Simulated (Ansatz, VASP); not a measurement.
One calculation of ZnF2, two programs

```
Zn F
1.0
     4.80003    0.00000    0.00000
     0.00000    4.80003    0.00000
     0.00000    0.00000    3.17549
Zn F
2 4
Cartesian
  0.0000 0.0000 0.0000
  2.4000 2.4000 1.5877
  1.4611 1.4611 0.0000
  0.9390 3.8611 1.5877
  3.3390 3.3390 0.0000
  3.8611 0.9390 1.5877
```

Alike in both runs: task single point; functional PBE; k mesh 6 × 6 × 8; occupations gaussian, width 0.02 eV; no spin polarisation.

|  | VASP | Ansatz |
| --- | --- | --- |
| version | VASP 6.6.1 | Ansatz 0.2.0 |
| potentials or method | VASP PAW PBE potentials, release 64 (Zn, F), cutoff 600 eV | scalar-relativistic, plane waves, PAW |
| valence electrons in the cell | 52 | 52 |

VASP gave:

```
gap on the k mesh at the Fermi level (eV) : 3.46
least direct gap on the mesh (eV)         : 3.46
```

Task: Estimate Ansatz's values.

Result: gap on the k mesh at the Fermi level (eV): 3.52; least direct gap on the mesh (eV): 3.53.
